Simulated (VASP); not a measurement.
# Al32H (a cell with a defect) in VASP: a series of runs, part 2 of 4

VASP 6.6.1. Earlier steps stand in the parts before.

## Step 3: Single point, PBE

INCAR reads:

```
SYSTEM = Al32H
ALGO = Normal
EDIFF = 1E-7
ENCUT = 520
GGA = PE
ISIF = 2
ISMEAR = -1
LASPH = .TRUE.
LCHARG = .FALSE.
LREAL = Auto
LWAVE = .FALSE.
NBANDS = 70
NELM = 80
PREC = Accurate
SIGMA = 0.05
```

KPOINTS reads:

```
k-points
0
G
  2 2 2
  0 0 0
```

POSCAR reads:

```
Al32H
1.0
    8.0997000000      0.0000000000      0.0000000000
    0.0000000000      8.0997000000      0.0000000000
    0.0000000000      0.0000000000      8.0997000000
Al H
32 1
Direct
    0.5283158636     -0.0020618048     -0.0135930960
    0.7730409768      0.2313048631     -0.0018148820
    0.7126436782      0.0052471079      0.2479227626
    0.0218279689      0.0061483759     -0.0023828043
    0.2651579688      0.2561823277      0.0107041002
    0.5086484685      0.5058335494     -0.0124078670
    0.7578428831      0.7350889539     -0.0293467659
    0.2740224947      0.0118522908      0.2475523785
    0.5145128832      0.2589725545      0.2282924059
    0.7598182649      0.5372915046      0.2401446967
    0.5022284776      0.0357050261      0.5171179179
    0.7386693334      0.2797881403      0.4957837945
    0.7594355346      0.0147042483      0.7479412818
    0.0174203983      0.4568811191     -0.0078397965
    0.2597997457      0.7058162648      0.0260380014
   -0.0124695976      0.2299344420      0.2793807178
    0.2186500735      0.5147844982      0.2819487141
    0.4952652567      0.7261750435      0.2709606529
   -0.0065557984      0.0024815734      0.4971048310
    0.2407620035      0.2247120264      0.4791165105
    0.4762645530      0.4871291529      0.4954381026
    0.7582749978      0.7853994592      0.4901416102
    0.2579354791     -0.0036297641      0.7603861871
    0.4644369545      0.2409225033      0.7651271035
    0.7159277504      0.4973394076      0.7146314061
   -0.0066051829      0.7795226984      0.2355889724
    0.0160005926      0.4746965937      0.5017346321
    0.2099583935      0.7645097967      0.4912898009
    0.0195809721      0.2239342198      0.7522006988
    0.2833191353      0.4837710039      0.7611022630
    0.4716841364      0.7699174043      0.7570033458
    0.0002469227      0.7547069645      0.7780411620
    0.0980777066      0.6386038989      0.6158252775
```

Potentials or basis: VASP PAW PBE potentials, release 64 (Al, H).

Launch:

```bash
> cat potpaw_PBE.64/Al/POTCAR potpaw_PBE.64/H/POTCAR > POTCAR
> mpirun -np 1 vasp_std > vasp.out
```

OUTCAR:

```text
SYSTEM = Al32H
   EDIFF = 1E-7
   ENCUT = 520
   GGA = PE
   ISIF = 2
   ISMEAR = -1
   LASPH = .TRUE.
   LREAL = Auto
   NELM = 80
   PREC = Accurate

 ion  position               nearest neighbor table
   1  0.528  0.998  0.986-   3 2.59  31 2.66  13 2.69  24 2.71   2 2.74   7 2.83  23 2.85   9 2.88
                             8 2.95   5 2.99  18 3.20  15 3.23
   2  0.773  0.231  0.998-  13 2.68  14 2.69   4 2.72   1 2.74   3 2.77   9 2.81  29 2.82  16 2.86
                             6 3.09  24 3.13  10 3.16  25 3.18
   3  0.713  0.005  0.248-   1 2.59   9 2.61  22 2.68   2 2.77  11 2.78  18 2.87  16 2.89  26 2.92
                            12 3.00  19 3.04   7 3.16   4 3.22
   4  0.022  0.006  0.998-  29 2.66  26 2.67  32 2.71  23 2.71   2 2.72   5 2.83   8 2.88  16 2.93
                            13 2.93   7 3.07  15 3.11   3 3.22
   5  0.265  0.256  0.011-  24 2.56  14 2.59   9 2.68  30 2.74   8 2.76   4 2.83   6 2.83  29 2.90
                            23 2.92   1 2.99  17 3.06  16 3.14
   6  0.509  0.506  0.988-  30 2.59  15 2.60   7 2.75  25 2.78   9 2.79  24 2.82   5 2.83  31 2.86
                            10 2.90  18 2.91   2 3.09  17 3.35
   7  0.758  0.735  0.971-  32 2.51  10 2.71   6 2.75   1 2.83  25 2.85  26 2.89  13 2.90  31 2.91
                             4 3.07  14 3.09   3 3.16  18 3.23
   8  0.274  0.012  0.248-  20 2.56   5 2.76   9 2.80  28 2.86  11 2.87   4 2.88  16 2.93  18 2.93
                            26 2.95   1 2.95  19 3.04  15 3.06
   9  0.515  0.259  0.228-   3 2.61   5 2.68   6 2.79   8 2.80   2 2.81  12 2.83  21 2.86   1 2.88
[... 32 lines left out ...]
                            32 3.15   2 3.18  29 3.32  14 3.34
  26  0.993  0.780  0.236-   4 2.67  28 2.72  10 2.73  19 2.78  22 2.81  15 2.81  17 2.84   7 2.89
                             3 2.92   8 2.95  14 3.28  27 3.28
  27  0.016  0.475  0.502-  33 1.75  17 2.44  16 2.69  20 2.73  12 2.75  28 2.83  29 2.87  25 2.99
                            10 3.01  30 3.02  32 3.19  22 3.27  26 3.28
  28  0.210  0.765  0.491-  33 1.70  19 2.61  17 2.64  26 2.72  27 2.83   8 2.86  32 2.88  23 2.90
                            18 2.94  31 3.02  21 3.11  30 3.21  11 3.24
  29  0.020  0.224  0.752-   4 2.66  23 2.67  13 2.70  14 2.71  19 2.74   2 2.82  20 2.85  27 2.87
                             5 2.90  30 3.00  12 3.11  25 3.32
  30  0.283  0.484  0.761-  24 2.45   6 2.59  21 2.66   5 2.74  31 2.77  15 2.81  14 2.86  29 3.00
                            27 3.02  20 3.12  32 3.18  28 3.21
  31  0.472  0.770  0.757-  23 2.52   1 2.66  30 2.77  15 2.82   6 2.86   7 2.91  11 2.91  25 2.98
                            28 3.02  13 3.06  21 3.12  22 3.17
  32  0.000  0.755  0.778-  33 1.80   7 2.51   4 2.71  23 2.87  28 2.88  13 2.88  15 2.93  14 2.97
                            19 3.03  22 3.06  25 3.15  30 3.18  27 3.19
  33  0.098  0.639  0.616-  28 1.70  27 1.75  32 1.80

  LATTYP: Found a simple cubic cell.
 ALAT       =     8.0997000000

  Lattice vectors:

 A1 = (   8.0997000000,   0.0000000000,   0.0000000000)
 A2 = (   0.0000000000,   8.0997000000,   0.0000000000)
 A3 = (   0.0000000000,   0.0000000000,   8.0997000000)

Analysis of symmetry for initial positions (statically):
=====================================================================
 Subroutine PRICEL returns:
 Original cell was already a primitive cell.

 Routine SETGRP: Setting up the symmetry group for a
 simple cubic supercell.

 Subroutine GETGRP returns: Found  1 space group operations
 (whereof  1 operations were pure point group operations)
 out of a pool of 48 trial point group operations.

The static configuration has the point symmetry C_1 .

Analysis of symmetry for dynamics (positions and initial velocities):
=====================================================================
 Subroutine PRICEL returns:
 Original cell was already a primitive cell.

 Routine SETGRP: Setting up the symmetry group for a
 simple cubic supercell.

 Subroutine GETGRP returns: Found  1 space group operations
[... 137 lines left out ...]
   NGXF,Y,Z  is equivalent  to a cutoff of  24.63, 24.63, 24.63 a.u.
 SYSTEM =  Al32H
   PREC   = accura    normal or accurate (medium, high low for compatibility)
   ISTART =      0    job   : 0-new  1-cont  2-samecut
   ICHARG =      2    charge: 1-file 2-atom 10-const
   ISPIN  =      1    spin polarized calculation?
   LNONCOLLINEAR =      F non collinear calculations
   LSORBIT =      F    spin-orbit coupling
   LASPH  =      T    aspherical Exc in radial PAW
   ENCUT  =  520.0 eV  38.22 Ry    6.18 a.u.  15.06 15.06 15.06*2*pi/ulx,y,z
   NELM   =     80;   NELMIN=  2; NELMDL= -5     # of ELM steps
   EDIFF  = 0.1E-06   stopping-criterion for ELM
   LREAL  =      T    real-space projection
   EDIFFG = 0.1E-05   stopping-criterion for IOM
   NSW    =      0    number of steps for IOM
   IBRION =     -1    ionic relax: 0-MD 1-quasi-New 2-CG
   NFREE  =      0    steps in history (QN), initial steepest desc. (CG)
   ISIF   =      2    stress and relaxation
   ISYM   =      2    0-nonsym 1-usesym 2-fastsym
   POTIM  = 0.5000    time-step for ionic-motion
   TEBEG  =    0.0;   TEEND  =   0.0 temperature during run
   PSTRESS=    0.0 pullay stress
   NELECT =      97.0000    total number of electrons
   NUPDOWN=      -1.0000    fix difference up-down
   EMIN   =  10.00;   EMAX   =-10.00  energy-range for DOS
   EFERMI =   0.00;   METHOD = LEGACY
   ISMEAR =    -1;   SIGMA  =   0.05  broadening in eV -4-tet -1-fermi 0-gaus
   EFERMI_NEDOS =   21; number of points for ismear=-14 and -15
   IALGO  =     38    algorithm
   IMIX   =      4    mixing-type and parameters
     AMIX     =   0.40;   BMIX     =  1.00
     AMIX_MAG =   1.60;   BMIX_MAG =  1.00
  volume/ion in A,a.u.               =      16.10       108.66
  Fermi-wavevector in a.u.,A,eV,Ry     =   0.928674  1.754939 11.734138  0.862435
  Thomas-Fermi vector in A             =   2.054875
   LORBIT       =      0    0 simple, 1 ext, 2 COOP (PROOUT), +10 PAW based schemes
   GGA     = PE    functional components
   LHFCALC =     F    Hartree Fock is set to
   AEXX    =    0.0000 exact exchange contribution
   IVDW    =     0    specifies the selected vdW correction
   LEPSILON=     F    determine dielectric tensor
   LRPA    =     F    only Hartree local field effects (RPA)
 non-spin polarized calculation
  energy-cutoff  :      520.00
  volume of cell :      531.38
 maximum number of plane-waves:     14400
   NGX = 31   NGY = 31   NGZ = 31

 number of electron      97.0000000 magnetization

 Free energy of the ion-electron system (eV)
  ---------------------------------------------------
  ext. energy  EPLUGINS =         0.00000000
  ---------------------------------------------------
  free energy    TOTEN  =      -118.88132836 eV

  energy without entropy =     -118.76644980  energy(sigma->0) =     -118.82388908

 E-fermi :   7.6519     XC(G=0): -10.1706

 val. band max:        7.6170097261   @ k =   0.5000   0.0000   0.0000
 cond. band min:       7.6558066713   @ k =   0.5000   0.5000   0.5000
 fundamental gap:      0.0387969452
 Fermi energy:         7.6518831653

 k-point     1 :       0.0000    0.0000    0.0000
  band No.  band energies     occupation
      1      -3.3719      2.00000
      2      -1.8255      2.00000
      3      -1.2633      2.00000
      4      -1.0704      2.00000
      5      -1.0554      2.00000
      6      -0.8782      2.00000
[... 493 lines left out ...]
     59      10.8478      0.00000
     60      10.8968      0.00000
 [bands above 60 left out]

------------------------ aborting loop because EDIFF is reached ----------------------------------------

  FORCE on cell =-STRESS in cart. coord.  units (eV):
  Direction    XX          YY          ZZ          XY          YZ          ZX
  --------------------------------------------------------------------------------------
  -------------------------------------------------------------------------------------
  Total       14.4415561     15.6785849     14.5401092     -1.5059429      1.3668951     -2.3793358
  in kB       43.5429423     47.2727257     43.8400914     -4.5405898      4.1213450     -7.1739693
  external PRESSURE =      44.8852531 kB  Pullay stress =       0.0000000 kB

 VOLUME and BASIS-vectors are now :
 -----------------------------------------------------------------------------
  energy-cutoff  :      520.00
  volume of cell :      531.38
      direct lattice vectors                 reciprocal lattice vectors
     8.099700000  0.000000000  0.000000000     0.123461363  0.000000000  0.000000000
     0.000000000  8.099700000  0.000000000     0.000000000  0.123461363  0.000000000
     0.000000000  0.000000000  8.099700000     0.000000000  0.000000000  0.123461363

 POSITION                                       TOTAL-FORCE (eV/Angst)
 -----------------------------------------------------------------------------------
      4.27920      8.08300      7.98960        -0.821373     -0.196935      0.250337
      6.26140      1.87350      8.08500        -0.270399      0.649571     -0.000359
      5.77220      0.04250      2.00810         0.812724     -0.279100      0.254940
      0.17680      0.04980      8.08040         0.006666     -0.107302      0.551595
      2.14770      2.07500      0.08670        -0.386066     -0.558872      0.614126
      4.11990      4.09710      7.99920         0.961132     -0.331970      0.677767
[... 25 lines left out ...]
      0.00200      6.11290      6.30190         0.471229     -0.027368     -0.281521
      0.79440      5.17250      4.98800        -0.156095     -0.303026      0.690603
 -----------------------------------------------------------------------------------
    total drift:                                0.014829     -0.014135      0.010587

  FREE ENERGIE OF THE ION-ELECTRON SYSTEM (eV)
  ---------------------------------------------------
  free  energy   TOTEN  =      -118.8813283592 eV

  energy  without entropy=     -118.7664497974  energy(sigma->0) =     -118.82388908
```

Run time: 8.8 min. Hardware: 1 thread of AMD EPYC 7R43 (Zen 3), shared host; peak memory 0.5 GiB.

Results:

* Free energy: -118.8813 eV
* Pressure: 4.5 GPa
* Largest force: 1.907 eV/Å

Forces on the atoms (eV/Å):
```
Al  -0.821 -0.197  0.250
Al  -0.270  0.650  0.000
Al   0.813 -0.279  0.255
Al   0.007 -0.107  0.552
Al  -0.386 -0.559  0.614
Al   0.961 -0.332  0.678
Al  -0.484  0.234  0.494
Al   0.002 -0.738 -0.581
Al  -0.243  0.552  0.426
Al   0.083 -0.852  0.136
Al   0.212 -0.820 -0.478
Al   0.139 -0.907 -0.363
Al  -0.160 -0.139 -0.289
Al  -0.444  0.932  0.149
Al  -0.536  1.069 -0.525
Al  -0.094  0.352 -1.552
Al   0.743 -0.718 -1.247
Al  -0.343  0.784 -0.299
Al  -0.060  0.042  0.538
Al   0.394  0.839  0.915
Al  -0.094  0.062 -0.165
Al  -0.598 -0.862  0.433
Al  -0.803 -0.141 -0.084
Al   1.833 -0.241 -0.470
Al   0.574  0.731  1.003
Al   0.036 -0.203 -0.082
Al  -1.343 -0.221  0.841
Al   1.410  0.548 -0.032
Al  -0.104  0.805 -0.437
Al  -1.483  0.865 -0.382
Al   0.746 -0.817 -0.708
Al   0.471 -0.027 -0.282
H   -0.156 -0.303  0.691
```

Caveat: the k points lie up to 0.39 Å⁻¹ apart.

## Step 4: Single point, PBE

INCAR reads:

```
PREC     = Accurate       # precision mode
ENCUT    = 520            # plane-wave cutoff, eV
EDIFF    = 1E-6           # SCF threshold, eV
ISMEAR   = -1             # smearing method
SIGMA    = 0.05           # smearing width, eV
LREAL    = Auto         
LASPH    = T              # aspherical terms in the spheres
NELM     = 100            # most SCF steps
ALGO     = Normal         # electronic algorithm
ISIF     = 2              # what is computed and relaxed
LWAVE    = F              # write WAVECAR
LCHARG   = T              # write CHGCAR
GGA      = PE             # functional
LELF     = T              # ELF
LVHAR    = T            
NBANDS   = 70             # bands
```

KPOINTS reads:

```
Automatic mesh
0
Gamma
  2 2 2
```

POSCAR reads:

```
Al32H
1.0
    8.0997000000      0.0000000000      0.0000000000
    0.0000000000      8.0997000000      0.0000000000
    0.0000000000      0.0000000000      8.0997000000
Al H
32 1
Direct
    0.4802400089     -0.0319271084     -0.0026050348
    0.7531513513      0.2735409953     -0.0061483759
    0.7346198007     -0.0186303196      0.2448609208
    0.0027778807      0.0587676087     -0.0142597874
    0.2875538600      0.2442806524      0.0278281912
    0.5467486450      0.4900798795      0.0012469598
    0.7549045026      0.7546328876      0.0177043594
    0.2815906762     -0.0164820919      0.2410953492
    0.5269454424      0.2802572935      0.2526389866
    0.7761398570      0.4920429152      0.2430707310
    0.5010062101     -0.0050989543      0.4800054323
    0.7548057335      0.2521945257      0.4630541872
    0.7270392731      0.0381001765      0.7375581812
    0.0289023050      0.4795115868      0.0119263676
    0.2734669185      0.7136190229     -0.0062841834
   -0.0002592689      0.2399965431      0.2311567095
    0.2329098609      0.4835981580      0.2592318234
    0.4853389632      0.7299899996      0.2552687137
   -0.0274701532     -0.0056915688      0.5463535687
    0.2308480561      0.2296875193      0.4917836463
    0.4631159179      0.4903514945      0.5042902824
    0.7217057422      0.7406200230      0.5239576774
    0.2444411521      0.0073089127      0.7505216243
    0.5192167611      0.2466017260      0.7182982086
    0.7481264738      0.5132288850      0.7579416522
   -0.0137782881      0.7647196810      0.2622442807
   -0.0549403064      0.5252663679      0.5064385101
    0.2471819944      0.7750780893      0.5063273948
    0.0094571404      0.2905786634      0.7299406151
    0.2630097411      0.4783633962      0.7664357939
    0.4963270245      0.7463362841      0.7182735163
    0.0018519204      0.7337061866      0.7857081126
    0.0739039718      0.6499253059      0.6009605294
```

Launch:

```bash
> cat potpaw_PBE.64/Al/POTCAR potpaw_PBE.64/H/POTCAR > POTCAR
> mpirun -np 1 vasp_std > vasp.out
```

Wall time 6.2 min (1 thread of AMD EPYC 7R43 (Zen 3), shared host); peak memory 0.51 GiB.

Results (log left out):

| Item | Value |
| --- | --- |
| Free energy | -118.5574 eV |
| Pressure | 4.9 GPa |
| Largest force | 2.268 eV/Å |

Forces on the atoms (eV/Å):
```
Al   1.077  0.299 -0.691
Al   0.607 -1.488 -0.287
Al   0.197  0.651  0.092
Al  -0.119 -1.368 -0.747
Al  -0.048  0.143 -0.659
Al  -1.964  1.132 -0.030
Al  -0.003 -0.017 -0.511
Al  -1.278  0.448  0.168
Al  -1.010 -0.699 -0.308
Al  -0.371  0.874 -0.196
Al   0.029  0.482  0.519
Al   0.319 -0.315  1.138
Al   0.761 -1.365  0.802
Al  -0.519  0.428 -0.498
Al  -0.243  0.261  0.156
Al   0.187 -0.218  1.380
Al   0.298  0.509  0.423
Al   0.641 -0.512 -0.020
Al   0.379 -0.100 -0.919
Al   0.240  0.129 -0.144
Al   0.522  0.196 -0.152
Al   0.624  0.808 -1.326
Al   0.172 -0.058  0.247
Al  -1.375  0.860  0.376
Al  -0.106 -0.295 -0.066
Al   0.579  0.060 -0.078
Al   0.935 -1.213 -0.670
Al  -0.356 -0.347 -0.349
Al  -0.680 -0.719  0.193
Al   0.628 -0.023 -0.143
Al  -1.011  0.299  1.747
Al  -0.097  0.887  0.355
H    0.985  0.274  0.199
```

Stress tensor (GPa, compression positive):
```
 5.02 -0.95 -0.43
-0.95  4.04  0.23
-0.43  0.23  5.57
```

Levels at points of the mesh, in eV from the Fermi level:
| k point | band 44 | band 45 | band 46 | band 47 | band 48 | band 49 | band 50 | band 51 | band 52 | band 53 |
| --- | --- | --- | --- | --- | --- | --- | --- | --- | --- | --- |
| (0.00, 0.00, 0.00) | -0.26 | -0.07 | 0.04 | 0.11 | 0.32 | 0.39 | 0.50 | 0.67 | 0.81 | 0.93 |
| (0.50, 0.00, 0.00) | -0.77 | -0.49 | -0.36 | -0.23 | -0.04 | 0.02 | 0.11 | 0.24 | 0.37 | 0.93 |
| (0.00, 0.50, 0.00) | -0.74 | -0.56 | -0.25 | -0.14 | -0.06 | -0.04 | 0.10 | 0.13 | 0.41 | 0.86 |
| (0.00, 0.00, 0.50) | -0.89 | -0.48 | -0.36 | -0.14 | -0.11 | 0.00 | 0.18 | 0.25 | 0.34 | 0.95 |
| (0.50, 0.50, 0.00) | -0.91 | -0.45 | -0.30 | -0.25 | -0.07 | 0.36 | 0.72 | 0.88 | 1.00 | 1.05 |
| (0.00, 0.50, 0.50) | -0.89 | -0.59 | -0.47 | -0.20 | -0.04 | 0.62 | 0.82 | 0.84 | 0.99 | 1.02 |
| (0.50, 0.00, 0.50) | -1.01 | -0.41 | -0.28 | -0.27 | -0.15 | 0.64 | 0.86 | 0.96 | 0.99 | 1.05 |
| (0.50, 0.50, 0.50) | -0.58 | -0.54 | -0.51 | -0.39 | -0.38 | -0.37 | -0.35 | -0.28 | -0.13 | -0.11 |

Caveat: the k points lie up to 0.39 Å⁻¹ apart.

(Part 2 of 4 ends here.)
